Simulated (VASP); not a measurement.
# Al2Ru (I4/mmm) in VASP: further runs

Runs on Al2Ru. Level: r2SCAN. Tasks: single point.

Everything below comes from runs of VASP 6.6.1. Logs are shortened: lines on timing, memory, paths and dates and some standing lists are left out, and cuts for length are marked.

## Step 1: The cell of the first run

Symmetry: I4/mmm, No. 139, tetragonal system. The conventional cell has a = 3.028 Å, b = 3.028 Å, c = 8.192 Å, α = 90.00°, β = 90.00°, γ = 90.00°. Al (site symmetry 4mm) has 5 Ru at 2.51 to 2.78 Å and 9 Al at 2.59 to 3.03 Å within 3.3 Å. Within 3.3 Å of Ru (site symmetry 4/mmm) lie 10 Al at 2.51 to 2.78 Å and 4 Ru at 3.03 Å.

## Step 2: Single point, r2SCAN (equal strain along all axes, cell held: -3.0 %, then relaxed in part)

The input, POSCAR:

```
Al2Ru
1.0
    3.0281658948      0.0000000000      0.0000000000
    0.0000000000      3.0281658948      0.0000000000
    0.0000000000      0.0000000000      8.1916339028
Al Ru
4 2
Direct
    0.5000000000      0.5000000000      0.1606569341
    0.0000000000      0.0000000000      0.3393430659
    0.0000000000      0.0000000000      0.6606569341
    0.5000000000      0.5000000000      0.8393430659
    0.0000000000      0.0000000000      0.0000000000
    0.5000000000      0.5000000000      0.5000000000
```

The input, INCAR.step1:

```
PREC = Accurate
ENCUT = 520
ISMEAR = 0
SIGMA = 0.1
LREAL = False
LASPH = True
NELM = 80
NBANDS = 29
GGA = PE
ALGO = Normal
EDIFF = 1E-4
LWAVE = True
LCHARG = False
```

The input, INCAR.step2:

```
PREC = Accurate
ENCUT = 520
EDIFF = 1E-6
ISMEAR = 0
SIGMA = 0.1
LREAL = False
LASPH = True
NELM = 80
ALGO = Normal
ISIF = 2
LWAVE = False
LCHARG = True
METAGGA = R2SCAN
LMIXTAU = True
LELF = True
LVHAR = True
NBANDS = 29
ISTART = 1
```

The input, KPOINTS:

```
regular mesh
0
Gamma
  12 12 4
```

Potentials or basis: VASP PAW PBE potentials, release 64 (Al, Ru_pv).

Run with:

```
> cat potpaw_PBE.64/Al/POTCAR potpaw_PBE.64/Ru_pv/POTCAR > POTCAR
> cp INCAR.step1 INCAR
> mpirun -np 1 vasp_std > vasp.out
> cp INCAR.step2 INCAR
> mpirun -np 1 vasp_std > vasp.out
```

OUTCAR:

```text
PREC = Accurate
   ENCUT = 520
   EDIFF = 1E-6
   ISMEAR = 0
   LREAL = False
   LASPH = True
   NELM = 80
   ISIF = 2
   METAGGA = R2SCAN
   ISTART = 1

 ion  position               nearest neighbor table
   1  0.500  0.500  0.161-   5 2.51   5 2.51   5 2.51   5 2.51   2 2.59   2 2.59   2 2.59   2 2.59
                             4 2.63   6 2.78
   2  0.000  0.000  0.339-   6 2.51   6 2.51   6 2.51   6 2.51   1 2.59   1 2.59   1 2.59   1 2.59
                             3 2.63   5 2.78
   3  0.000  0.000  0.661-   6 2.51   6 2.51   6 2.51   6 2.51   4 2.59   4 2.59   4 2.59   4 2.59
                             2 2.63   5 2.78
   4  0.500  0.500  0.839-   5 2.51   5 2.51   5 2.51   5 2.51   3 2.59   3 2.59   3 2.59   3 2.59
                             1 2.63   6 2.78
   5  0.000  0.000  0.000-   1 2.51   4 2.51   1 2.51   4 2.51   1 2.51   4 2.51   1 2.51   4 2.51
                             3 2.78   2 2.78
   6  0.500  0.500  0.500-   2 2.51   3 2.51   2 2.51   3 2.51   2 2.51   3 2.51   2 2.51   3 2.51
                             1 2.78   4 2.78

  LATTYP: Found a simple tetragonal cell.
 ALAT       =     3.0281658948
 C/A-ratio  =     2.7051470056

  Lattice vectors:

 A1 = (   3.0281658948,   0.0000000000,   0.0000000000)
 A2 = (   0.0000000000,   3.0281658948,   0.0000000000)
 A3 = (   0.0000000000,   0.0000000000,   8.1916339028)

Analysis of symmetry for initial positions (statically):
=====================================================================
 Subroutine PRICEL returns following result:

  LATTYP: Found a body centered tetragonal cell.
 ALAT       =     3.0281658948
 C/A-ratio  =     2.7051470056

  Lattice vectors:

 A1 = (  -1.5140829474,   1.5140829474,   4.0958169514)
 A2 = (   1.5140829474,  -1.5140829474,   4.0958169514)
 A3 = (   1.5140829474,   1.5140829474,  -4.0958169514)

   2 primitive cells build up your supercell.

 Routine SETGRP: Setting up the symmetry group for a
 simple tetragonal supercell.

 Subroutine GETGRP returns: Found 16 space group operations
 (whereof 16 operations were pure point group operations)
 out of a pool of 16 trial point group operations.

The static configuration has the point symmetry D_4h.

Analysis of symmetry for dynamics (positions and initial velocities):
=====================================================================
 Subroutine PRICEL returns following result:

[... 122 lines left out ...]
   LREAL  =      F    real-space projection
   EDIFFG = 0.1E-04   stopping-criterion for IOM
   NSW    =      0    number of steps for IOM
   IBRION =     -1    ionic relax: 0-MD 1-quasi-New 2-CG
   NFREE  =      0    steps in history (QN), initial steepest desc. (CG)
   ISIF   =      2    stress and relaxation
   ISYM   =      2    0-nonsym 1-usesym 2-fastsym
   POTIM  = 0.5000    time-step for ionic-motion
   TEBEG  =    0.0;   TEEND  =   0.0 temperature during run
   PSTRESS=    0.0 pullay stress
   NELECT =      40.0000    total number of electrons
   NUPDOWN=      -1.0000    fix difference up-down
   EMIN   =  10.00;   EMAX   =-10.00  energy-range for DOS
   EFERMI =   0.00;   METHOD = LEGACY
   ISMEAR =     0;   SIGMA  =   0.10  broadening in eV -4-tet -1-fermi 0-gaus
   EFERMI_NEDOS =   21; number of points for ismear=-14 and -15
   IALGO  =     38    algorithm
   IMIX   =      4    mixing-type and parameters
     AMIX     =   0.40;   BMIX     =  1.00
     AMIX_MAG =   1.60;   BMIX_MAG =  1.00
  volume/ion in A,a.u.               =      12.52        84.48
  Fermi-wavevector in a.u.,A,eV,Ry     =   1.326941  2.507554 23.956755  1.760772
  Thomas-Fermi vector in A             =   2.456290
   LORBIT       =      0    0 simple, 1 ext, 2 COOP (PROOUT), +10 PAW based schemes
   METAGGA = R2SCAN    functional components
   LHFCALC =     F    Hartree Fock is set to
   AEXX    =    0.0000 exact exchange contribution
   IVDW    =     0    specifies the selected vdW correction
   LEPSILON=     F    determine dielectric tensor
   LRPA    =     F    only Hartree local field effects (RPA)
 non-spin polarized calculation
 Gauss-broadening in eV      SIGMA  =   0.10
  energy-cutoff  :      520.00
  volume of cell :       75.12
 maximum number of plane-waves:      2048
 NGX is ok and might be reduce to    24
   NGX = 11   NGY = 11   NGZ = 31

 number of electron      40.0000006 magnetization

 Free energy of the ion-electron system (eV)
  ---------------------------------------------------
  ext. energy  EPLUGINS =         0.00000000
  ---------------------------------------------------
  free energy    TOTEN  =       -81.92811122 eV

  energy without entropy =      -81.92698002  energy(sigma->0) =      -81.92754562

 E-fermi :  11.9044     XC(G=0): -13.3266

 val. band max:       11.7294828458   @ k =   0.5000   0.3333   0.5000
 cond. band min:      11.9073373483   @ k =   0.3333   0.3333   0.0000
 fundamental gap:      0.1778545025
 Fermi energy:        11.9044304186

 k-point     1 :       0.0000    0.0000    0.0000
  band No.  band energies     occupation
      1     -32.2701      2.00000
      2     -32.2701      2.00000
      3     -32.2699      2.00000
      4     -32.2699      2.00000
      5     -32.2360      2.00000
      6     -32.2311      2.00000
[... 757 lines left out ...]
     28      17.7159      0.00000
     29      17.9619      0.00000

 [... further k-points ...]

------------------------ aborting loop because EDIFF is reached ----------------------------------------

  FORCE on cell =-STRESS in cart. coord.  units (eV):
  Direction    XX          YY          ZZ          XY          YZ          ZX
  --------------------------------------------------------------------------------------
  -------------------------------------------------------------------------------------
  Total        9.6568906      9.6568906      9.3755843      0.0000000      0.0000000     -0.0000000
  in kB      205.9766702    205.9766702    199.9765456      0.0000000      0.0000000     -0.0000000
  external PRESSURE =     203.9766286 kB  Pullay stress =       0.0000000 kB

 VOLUME and BASIS-vectors are now :
 -----------------------------------------------------------------------------
  energy-cutoff  :      520.00
  volume of cell :       75.12
      direct lattice vectors                 reciprocal lattice vectors
     3.028165895  0.000000000  0.000000000     0.330232898  0.000000000  0.000000000
     0.000000000  3.028165895  0.000000000     0.000000000  0.330232898  0.000000000
     0.000000000  0.000000000  8.191633903     0.000000000  0.000000000  0.122075768

 POSITION                                       TOTAL-FORCE (eV/Angst)
 -----------------------------------------------------------------------------------
      1.51408      1.51408      1.31604        -0.000000     -0.000000      0.024065
      0.00000      0.00000      2.77977        -0.000000     -0.000000     -0.024065
      0.00000      0.00000      5.41186        -0.000000      0.000000      0.024065
      1.51408      1.51408      6.87559        -0.000000     -0.000000     -0.024065
      0.00000      0.00000      0.00000        -0.000000     -0.000000     -0.000000
      1.51408      1.51408      4.09582         0.000000      0.000000     -0.000000
 -----------------------------------------------------------------------------------
    total drift:                                0.000000      0.000000      0.000000

  FREE ENERGIE OF THE ION-ELECTRON SYSTEM (eV)
  ---------------------------------------------------
  free  energy   TOTEN  =       -81.9281112183 eV

  energy  without entropy=      -81.9269800176  energy(sigma->0) =      -81.92754562
```

OUTCAR.step1:

```text
PREC = Accurate
   ENCUT = 520
   ISMEAR = 0
   LREAL = False
   LASPH = True
[... 1027 lines left out ...]
      0.00000      0.00000      5.41186        -0.000000      0.000000      0.092745
      1.51408      1.51408      6.87559        -0.000000     -0.000000     -0.092745
      0.00000      0.00000      0.00000        -0.000000     -0.000000      0.000000
      1.51408      1.51408      4.09582         0.000000      0.000000      0.000000
 -----------------------------------------------------------------------------------
    total drift:                                0.000000      0.000000      0.000000

  FREE ENERGIE OF THE ION-ELECTRON SYSTEM (eV)
  ---------------------------------------------------
  free  energy   TOTEN  =       -36.8158399025 eV

  energy  without entropy=      -36.8141819308  energy(sigma->0) =      -36.81501092
```

OSZICAR.step1:

```text
N       E                     dE             d eps       ncg     rms          rms(c)
DAV:   1     0.306095411302E+03    0.30610E+03   -0.21199E+04  5264   0.131E+03
DAV:   2    -0.280350858247E+02   -0.33413E+03   -0.32285E+03  5253   0.358E+02
DAV:   3    -0.384808940269E+02   -0.10446E+02   -0.10301E+02  6032   0.620E+01
DAV:   4    -0.386084458093E+02   -0.12755E+00   -0.12743E+00  5641   0.667E+00
DAV:   5    -0.386114247990E+02   -0.29790E-02   -0.29788E-02  6030   0.103E+00    0.217E+01
DAV:   6    -0.373616354614E+02    0.12498E+01   -0.11657E+01  5464   0.245E+01    0.497E+00
DAV:   7    -0.369542253254E+02    0.40741E+00   -0.31104E+00  5453   0.127E+01    0.512E+00
DAV:   8    -0.368212054436E+02    0.13302E+00   -0.33553E-01  5437   0.455E+00    0.769E-01
DAV:   9    -0.368162848858E+02    0.49206E-02   -0.11429E-02  5897   0.586E-01    0.410E-01
DAV:  10    -0.368160725079E+02    0.21238E-03   -0.43604E-03  5477   0.471E-01    0.195E-01
DAV:  11    -0.368158512818E+02    0.22123E-03   -0.12951E-03  5476   0.274E-01    0.519E-02
DAV:  12    -0.368158399025E+02    0.11379E-04   -0.50038E-05  2746   0.534E-02
   1 F= -.36815840E+02 E0= -.36815011E+02  d E =-.165797E-02
```

It took 3.4 min on 1 thread of Intel Xeon 6975P-C (Granite Rapids), shared host; peak memory 0.29 GiB.

What came out:

```
Free energy            : -81.9281 eV
Pressure               : 20.4 GPa
Largest force          : 0.024 eV/Å
Band gap on the k mesh : zero (bands 20 and 21 overlap by 0.02 eV)
```

Forces in eV/Å, atoms in the order of the input:
```
Al   0.000  0.000  0.024
Al   0.000  0.000 -0.024
Al   0.000  0.000  0.024
Al   0.000  0.000 -0.024
Ru   0.000  0.000  0.000
Ru   0.000  0.000  0.000
```

Levels at points of the mesh, in eV from the Fermi level:
| k point | band 17 | band 18 | band 19 | band 20 | band 21 | band 22 | band 23 | band 24 |
| --- | --- | --- | --- | --- | --- | --- | --- | --- |
| (0.00, 0.00, 0.00) | -1.92 | -1.92 | -1.22 | -1.19 | 2.87 | 3.57 | 3.57 | 4.48 |
| (0.50, 0.00, 0.00) | -2.87 | -2.87 | -1.80 | -1.80 | 0.73 | 0.73 | 3.26 | 3.26 |
| (0.50, 0.50, 0.00) | -1.24 | -1.24 | -0.44 | -0.44 | 0.53 | 0.53 | 2.07 | 2.07 |
| (0.00, 0.00, 0.50) | -2.19 | -2.19 | -1.20 | -1.20 | 4.61 | 4.61 | 4.61 | 4.61 |
| (0.50, 0.00, 0.50) | -3.09 | -3.09 | -1.79 | -1.79 | 0.84 | 0.84 | 3.66 | 3.66 |
| (0.50, 0.50, 0.50) | -2.07 | -2.07 | -0.56 | -0.56 | 0.53 | 0.53 | 1.81 | 1.81 |

Caveat: the cell differs from its parent crystal (equal strain along all axes, cell held: -3.0 %, then relaxed in part); the cell stands under pressure; the PAW data sets were made with another functional, which shifts forces and pressure a little.

(Part 1 of 2 ends here.)

The gap in the log of VASP goes by the Fermi energy; the results here count the filled bands.